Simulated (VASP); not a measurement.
Set up this calculation in VASP 6.6.1, as the native input.

```yaml
Task: relaxation of cell and atoms
Functional: PBEsol
Potentials_or_basis: VASP PAW PBE potentials, release 64 (Ir)
Cutoff: 500 eV
k_mesh: 11 × 11 × 11
Occupations: fermi-dirac, width 0.1 eV
Spin: no spin polarisation
Dipole_correction: no
Further_INCAR_settings: ALGO = Normal; EDIFF = 1e-07; IBRION = 2; EDIFFG = -0.03; NSW = 60; ISIF = 3
```

The structure of Ir lies in POSCAR:

```
Ir
1.0
    0.0000000000      1.9156000000      1.9156000000
    1.9156000000      0.0000000000      1.9156000000
    1.9156000000      1.9156000000      0.0000000000
Ir
1
Direct
    0.0000000000      0.0000000000      0.0000000000
```

The input as run:

INCAR

```
PREC = Accurate ; ENCUT = 500
EDIFF = 1E-7 ; ISMEAR = -1
SIGMA = 0.1 ; LREAL = False
LASPH = True ; NELM = 120
ALGO = Normal ; ISIF = 3
LWAVE = False ; LCHARG = False
GGA = PS ; IBRION = 2
NSW = 60 ; EDIFFG = -0.03
GGA_COMPAT = False ; NELMIN = 4
```

KPOINTS

```
Automatic mesh
0
Gamma
  11 11 11
```

Potentials or basis: VASP PAW PBE potentials, release 64 (Ir).

Launch:

```bash
$ cat potpaw_PBE.64/Ir/POTCAR > POTCAR
$ mpirun -np 1 vasp_std > vasp.out
```

It gave:

The relaxed volume is 14.11 Å³/atom, the relaxed cell is a = 2.712 Å, b = 2.712 Å, c = 2.712 Å, α = 60.00°, β = 60.00°, γ = 60.00° and the space group after relaxing (to 0.05 Å) is Fm-3m (No. 225). The energy gained by relaxing is 0.2 meV/atom. The ionic steps are 3 and the pressure after relaxing is 0.0 GPa.

Caveat: the PAW data sets were made with another functional, which shifts forces and pressure a little.

It took 14 s on 1 thread of AMD EPYC 7R43 64-Core Processor (Zen 3), on a shared host, peak memory 0.1 GiB.
